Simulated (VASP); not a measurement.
A run of VASP 6.6.1 is set up as follows.

INCAR

```
SYSTEM = SnSe
PREC = Accurate
ENCUT = 520
EDIFF = 1E-6
ISMEAR = -1
SIGMA = 0.1
LREAL = .FALSE.
LASPH = .TRUE.
NELM = 100
ALGO = Normal
ISIF = 2
LWAVE = .FALSE.
LCHARG = .FALSE.
GGA = PE
NBANDS = 17
```

File KPOINTS:

```
regular mesh
0
G
  13 13 13
  0 0 0
```

The input POSCAR:

```
SnSe
1.0
    3.5012772285      0.0000000000      0.0000000000
    0.0000000000      3.5012772285      0.0000000000
    0.0000000000      0.0000000000      3.5012772285
Sn Se
1 1
Direct
    0.0000000000      0.0000000000      0.0000000000
    0.5000000000      0.5000000000      0.5000000000
```

Potentials or basis: VASP PAW PBE potentials, release 64 (Sn_d, Se).

Command:

```console
$ cat potpaw_PBE.64/Sn_d/POTCAR potpaw_PBE.64/Se/POTCAR > POTCAR
$ mpirun -np 1 vasp_std > vasp.out
```

Q: Estimate the pressure.

A: 10.0 GPa.

Q: Estimate the band gap on the k mesh.

A: Zero (bands 10 and 11 overlap by 2.05 eV).

Caveat: the cell stands under pressure; spin-orbit coupling is left out, which moves the levels of the heavy elements.
